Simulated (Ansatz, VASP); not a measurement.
## NiO in VASP and in Ansatz

Contents of POSCAR:

```
NiO
1.0
    0.0000000000      2.0943165011      2.0943165011
    2.0943165011      0.0000000000      2.0943165011
    2.0943165011      2.0943165011      0.0000000000
Ni O
1 1
Direct
    0.0000000000      0.0000000000      0.0000000000
    0.5000000000      0.5000000000      0.5000000000
```

Contents of INCAR.step1:

```
ALGO = Normal
EDIFF = 1E-4
ENCUT = 520
GGA = PE
ISMEAR = 0
ISPIN = 2
LASPH = T
LCHARG = F
LMAXMIX = 4
LREAL = F
LWAVE = T
MAGMOM = 1.83 0
NBANDS = 19
NELM = 150
PREC = Accurate
SIGMA = 0.05
```

Contents of INCAR.step2:

```
ALGO = Normal
EDIFF = 1E-6
ENCUT = 520
ISIF = 2
ISMEAR = 0
ISPIN = 2
ISTART = 1
LASPH = T
LCHARG = F
LMAXMIX = 4
LMIXTAU = T
LORBIT = 11
LREAL = F
LWAVE = F
MAGMOM = 1.83 0
METAGGA = R2SCAN
NBANDS = 19
NELM = 150
PREC = Accurate
SIGMA = 0.05
```

File KPOINTS:

```
k-points
0
Gamma
  14 14 14
```

Input for Ansatz:

```yaml
crystal:
  lattice:
    - [0.0, 2.0943165011, 2.0943165011]
    - [2.0943165011, 0.0, 2.0943165011]
    - [2.0943165011, 2.0943165011, 0.0]
  atoms:
    - { symbol: Ni, position: [0.0, 0.0, 0.0], spin: 1.83 }
    - { symbol: O, position: [0.5, 0.5, 0.5] }
basis:
  ecutwfc: 500
  ecutrho_ratio: 4
kpoints:
  mp_grid: { grid: [14, 14, 14] }
hamiltonian:
  xc: r2scan
scf:
  occupations: { method: gaussian, width: 0.05 }
output:
  forces: true
  stress: true
  eigenvalues: true
  populations: true
magnetization:
  spin_polarized: true
```

Alike in both runs: task single point; functional r2SCAN; k mesh 14 × 14 × 14; occupations gaussian, width 0.05 eV; collinear spin.

|  | VASP | Ansatz |
| --- | --- | --- |
| version | VASP 6.6.1 | Ansatz 0.2.0 |
| potentials or method | VASP PAW PBE potentials, release 64 (Ni, O), cutoff 520 eV | scalar-relativistic, plane waves, PAW |
| valence electrons in the cell | 16 | 24 |

Ansatz gave:

- gap on the k mesh at the Fermi level (eV): 0.82
- least direct gap on the mesh (eV): 1.71
- pressure (GPa): 0.0
- net moment per atom (μB): 1.00
- size of the moment on the site where the two differ most (μB): 1.67

Task: Which values does VASP return?

Result: gap on the k mesh at the Fermi level (eV): 0.74; least direct gap on the mesh (eV): 1.64; pressure (GPa): 0.1; net moment per atom (μB): 1.00; size of the moment on the site where the two differ most (μB): 1.69.

VASP's potentials were made for PBE, not for r2SCAN. Site moments also hang on the region over which each program counts them. With one functional, cell and mesh, what is left measures potentials, basis and numerics. VASP's potentials hold 16 valence electrons a cell and Ansatz's 24, so a difference there can come from the potentials and not from the codes. Ansatz's warnings: stability check not made.
